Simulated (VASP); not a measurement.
Wanted: the native input for a VASP 6.6.1 run.

```yaml
Task: single point
Functional: PBE
Potentials_or_basis: VASP PAW PBE potentials, release 64 (Cr_pv)
Cutoff: 520 eV
k_mesh: 14 × 14 × 1
Occupations: fermi-dirac, width 0.1 eV
Spin: collinear spin, ferromagnetic start
Starting_moments: "[2.0, 2.0, 2.0] μB"
Dipole_correction: yes
Further_INCAR_settings: ALGO = Normal; EDIFF = 1e-06; NBANDS = 29
```

The structure of Cr lies in POSCAR:

```
Cr
1.0
    2.8486260734      0.0000000000      0.0000000000
    0.0000000000      2.8486260734      0.0000000000
    0.0000000000      0.0000000000     13.9344000000
Cr
3
Direct
    0.0000000000      0.0000000000      0.3947084100
    0.5000000000      0.5000000000      0.4999999979
    0.0000000000      0.0000000000      0.6052915900
```

The input as run:

INCAR

```
ALGO = Normal ; DIPOL = 0.5 0.5 0.500
EDIFF = 1E-6 ; ENCUT = 520
GGA = PE ; IDIPOL = 3
ISIF = 2 ; ISMEAR = -1
ISPIN = 2 ; LASPH = T
LCHARG = T ; LDIPOL = T
LELF = T ; LMAXMIX = 4
LORBIT = 11 ; LREAL = F
LVACPOTAV = T ; LVHAR = T
LWAVE = F ; MAGMOM = 2 2 2
NBANDS = 29 ; NELM = 150
PREC = Accurate ; SIGMA = 0.1
```

KPOINTS

```
k-points
0
Gamma
  14 14 1
```

Potentials or basis: VASP PAW PBE potentials, release 64 (Cr_pv).

Run with:

```sh
$ cat potpaw_PBE.64/Cr_pv/POTCAR > POTCAR
$ mpirun -np 1 vasp_std > vasp.out
```

It gave:

| Quantity | Value |
| --- | --- |
| Largest force | 0.027 eV/Å |
| Net moment | 4.48 μB per cell |
| Site moments | Cr +2.93, -1.98 μB |
| Valence electrons inside the program's atomic spheres | Cr 10.74, 11.01 |

Wall time 4.7 min on 1 thread of Intel(R) Xeon(R) Platinum 8488C (Sapphire Rapids), with other jobs on the host, peak memory 0.37 GiB.
